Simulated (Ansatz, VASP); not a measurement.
## Au: VASP beside Ansatz

POSCAR

```
Au
1.0
    3.0348072020      0.0000000000      0.0000000000
   -1.5174036010      2.6282201326      0.0000000000
    0.0000000000      0.0000000000      5.1079514800
Au
2
Direct
    0.3333333333      0.6666666667      0.7500000000
    0.6666666667      0.3333333333      0.2500000000
```

Contents of INCAR.step1:

```
PREC = Accurate
ENCUT = 520
ISMEAR = 0
SIGMA = 0.15
LREAL = False
LASPH = True
NELM = 80
NBANDS = 18
GGA = PE
ALGO = Normal
EDIFF = 1E-4
LWAVE = True
LCHARG = False
```

INCAR.step2

```
PREC = Accurate
ENCUT = 520
EDIFF = 1E-6
ISMEAR = 0
SIGMA = 0.15
LREAL = False
LASPH = True
NELM = 80
ALGO = Normal
ISIF = 2
LWAVE = False
LCHARG = True
METAGGA = R2SCAN
LMIXTAU = True
LELF = True
LVHAR = True
NBANDS = 18
ISTART = 1
```

Contents of KPOINTS:

```
regular mesh
0
Gamma
  24 24 12
```

Input for Ansatz:

```yaml
crystal:
  lattice:
    - [3.034807202, 0.0, 0.0]
    - [-1.517403601, 2.6282201326, 0.0]
    - [0.0, 0.0, 5.10795148]
  atoms:
    - { symbol: Au, position: [0.3333333333, 0.6666666667, 0.75] }
    - { symbol: Au, position: [0.6666666667, 0.3333333333, 0.25] }
basis:
  ecutwfc: 500
kpoints:
  mp_grid: { grid: [24, 24, 12] }
hamiltonian:
  xc: r2scan
scf:
  occupations: { method: gaussian, width: 0.15 }
output:
  forces: true
  stress: true
  eigenvalues: true
```

Change from the starting cell: strain +0.050 along x and y, +0.050 along z, atoms carried along.

Alike in both runs: task single point; functional r2SCAN; k mesh 24 × 24 × 12; occupations gaussian, width 0.15 eV; no spin polarisation.

```csv
,VASP,Ansatz
version,VASP 6.6.1,Ansatz 0.2.0
potentials or method,"VASP PAW PBE potentials, release 64 (Au), cutoff 520 eV","scalar-relativistic, plane waves, PAW"
valence electrons in the cell,22,38
```

|  | VASP | Ansatz | Ansatz less VASP |
| --- | --- | --- | --- |
| gap on the k mesh at the Fermi level (eV) | none | none | - |
| pressure (GPa) | -14.4 | -14.5 | -0.06 |
| traceless stress, the component that is largest in VASP (GPa) | 0.53 | 0.54 | +0.008 |

VASP's potentials were made for PBE, not for r2SCAN. A gap of «none» marks a metal or a gap that the smearing closes. With one functional, cell and mesh, what is left measures potentials, basis and numerics. VASP's potentials hold 22 valence electrons a cell and Ansatz's 38, so a difference there can come from the potentials and not from the codes.

Spin-orbit coupling is off throughout.
